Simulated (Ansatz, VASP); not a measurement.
**One calculation of BaTe, two programs**

INCAR

```
ALGO     = Normal         # electronic algorithm
EDIFF    = 1E-6           # SCF threshold, eV
ENCUT    = 520            # plane-wave cutoff, eV
GGA      = PS             # functional
ISIF     = 2              # what is computed and relaxed
ISMEAR   = -1             # smearing method
LASPH    = T              # aspherical terms in the spheres
LCHARG   = T              # write CHGCAR
LELF     = T              # ELF
LREAL    = F              # projectors in reciprocal space
LVHAR    = T            
LWAVE    = F              # write WAVECAR
NBANDS   = 15             # bands
NELM     = 60             # most SCF steps
PREC     = Accurate       # precision mode
SIGMA    = 0.05           # smearing width, eV
```

Contents of KPOINTS:

```
k-points
0
Gamma
  10 10 10
```

File POSCAR:

```
BaTe
1.0
    0.0000000000      3.4548735670      3.4548735670
    3.4548735670      0.0000000000      3.4548735670
    3.4548735670      3.4548735670      0.0000000000
Ba Te
1 1
Direct
    0.0000000000      0.0000000000      0.0000000000
    0.5000000000      0.5000000000      0.5000000000
```

Input for Ansatz:

```yaml
crystal:
  lattice:
    - [0.0, 3.454873567, 3.454873567]
    - [3.454873567, 0.0, 3.454873567]
    - [3.454873567, 3.454873567, 0.0]
  atoms:
    - { symbol: Ba, position: [0.0, 0.0, 0.0] }
    - { symbol: Te, position: [0.5, 0.5, 0.5] }
kpoints:
  mp_grid: { grid: [10, 10, 10] }
  band_path:
    path:
      - [0.0, 0.0, 0.0]
      - [0.5, 0.0, 0.5]
      - [0.625, 0.25, 0.625]
      - [0.375, 0.375, 0.75]
      - [0.0, 0.0, 0.0]
      - [0.5, 0.5, 0.5]
      - [0.5, 0.25, 0.75]
      - [0.5, 0.0, 0.5]
    npoints: 5
scf:
  occupations: { method: fermi_dirac, width: 0.05 }
hamiltonian:
  xc: pbesol
  pseudopotentials: { kind: all_electron, lapw: { basis_error: 0.00025 } }
output:
  forces: true
  stress: true
  eigenvalues: true
```

Change from the starting cell: volume scaled by 1.04.

Alike in both runs: task single point; functional PBEsol; k mesh 10 × 10 × 10; occupations fermi-dirac, width 0.05 eV; no spin polarisation.

|  | VASP | Ansatz |
| --- | --- | --- |
| version | VASP 6.6.1 | Ansatz 0.2.0 |
| potentials or method | VASP PAW PBE potentials, release 64 (Ba_sv, Te), cutoff 520 eV | all-electron LAPW, scalar-relativistic |

```csv
,VASP,Ansatz,Ansatz less VASP
pressure (GPa),0.9,0.5,-0.40
```

VASP's potentials were made for PBE, not for PBEsol. Ansatz ran all-electron here, and VASP with PAW potentials.

Neither program's run includes spin-orbit coupling.
